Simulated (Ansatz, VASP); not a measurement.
## GaN: VASP beside Ansatz

```
Ga N
1.0
     3.18000    0.00000    0.00000
    -1.59000    2.75396    0.00000
     0.00000    0.00000    5.16600
Ga N
2 2
Direct
  0.66667 0.33333 0.50000
  0.33333 0.66667 0.00000
  0.66667 0.33333 0.87500
  0.33333 0.66667 0.37500
```

Alike in both runs: functional HF; k mesh 5 × 5 × 3; occupations fermi-dirac, width 0.05 eV; no spin polarisation.

|  | VASP | Ansatz |
| --- | --- | --- |
| version | VASP 6.6.1 | Ansatz 0.2.0 |
| potentials or method | VASP PAW PBE potentials, release 64 (Ga_d, N) | Ansatz PAW |
| plane-wave cutoff (eV) | 520 | 420 |
| valence electrons in the cell | 36 | 36 |
| task | single point | band structure |

|  | VASP | Ansatz | Ansatz less VASP |
| --- | --- | --- | --- |
| gap on the k mesh at the Fermi level (eV) | 10.95 | 10.83 | -0.116 |
| least direct gap on the mesh (eV) | 10.95 | 10.83 | -0.116 |
| pressure (GPa) | 2.8 | 1.9 | -0.96 |
| traceless stress, the component that is largest in VASP (GPa) | 0.62 | 0.57 | -0.048 |
| rms of the force components (eV/Å) | 0.118 | 0.118 | 0.0000 |

VASP's potentials were made for PBE, not for HF. Atom by atom the forces differ by 0.000 eV/Å (rms over components).

The k mesh is coarse, so the values compare programs but aren't converged.
